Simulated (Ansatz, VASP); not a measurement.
# C in VASP and in Ansatz

```
C
1.0
     2.50497    0.00000    0.00000
    -1.25249    2.16937    0.00000
     0.00000    0.00000    4.11898
C
4
Direct
  0.33333 0.66667 0.99971
  0.66667 0.33333 0.49971
  0.33333 0.66667 0.37429
  0.66667 0.33333 0.87429
```

Change from the starting cell: strained cell.

Alike in both runs: functional PBEsol; k mesh 9 × 9 × 6; occupations gaussian, width 0.02 eV; no spin polarisation.

Ansatz relaxed the structure, and its values are those at the end. VASP's run is a single point on that final structure, the one shown.

|  | VASP | Ansatz |
| --- | --- | --- |
| version | VASP 6.6.1 | Ansatz 0.2.0 |
| potentials or method | VASP PAW PBE potentials, release 64 (C_h), cutoff 1300 eV | scalar-relativistic, plane waves, PAW |
| valence electrons in the cell | 16 | 16 |

|  | VASP | Ansatz | Ansatz less VASP |
| --- | --- | --- | --- |
| gap on the k mesh at the Fermi level (eV) | 3.05 | 3.07 | +0.014 |
| least direct gap on the mesh (eV) | 4.78 | 4.78 | +0.002 |
| pressure (GPa) | 2.7 | 2.5 | -0.20 |

VASP's potentials were made for PBE, not for PBEsol, and Ansatz warns of the same on its side. Ansatz's warnings: stress scf threshold loose.
